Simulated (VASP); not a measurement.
Runs of VASP 6.6.1 on Co. The structure is that of space group Fm-3m (No. 225), or close to it. The cells are those of the table. This isn't the form of Co at room conditions, which is hcp.

```csv
spin,cell,k mesh,smearing,gap on the mesh (eV),pressure (GPa),moment (μB)
"collinear, ferromagnetic start","a = 2.452 Å, angles 60.0°, 1 atom",17 × 17 × 17,fermi-dirac 0.05 eV,none,9.3,1.82
off,"a = 2.415 Å, angles 60.0°, 1 atom",18 × 18 × 18,fermi-dirac 0.1 eV,none,0.2,-
"collinear, ferromagnetic start","a = 2.581 Å, angles 60.0°, 1 atom",17 × 17 × 17,fermi-dirac 0.05 eV,none,(a),1.89
"collinear, ferromagnetic start","a = 2.518 Å, angles 60.0°, 1 atom",17 × 17 × 17,fermi-dirac 0.05 eV,none,-7.5,(b)
off,"a = 2.415 Å, angles 60.0°, 1 atom",26 × 26 × 26,fermi-dirac 0.1 eV,none,0.2,-
```

Alike in all rows: task single point; level r2SCAN; potentials or basis VASP PAW PBE potentials, release 64 (Co); cutoff (eV) 520.

Estimate the missing entries.

(a) -18.3; (b) 1.87.

Caveats: the PAW data sets were made with another functional, which shifts forces and pressure a little; the cell stands under tension (at least some runs); the cell stands under pressure (at least some runs).

A gap of «none» marks levels without a gap at the run's occupations.
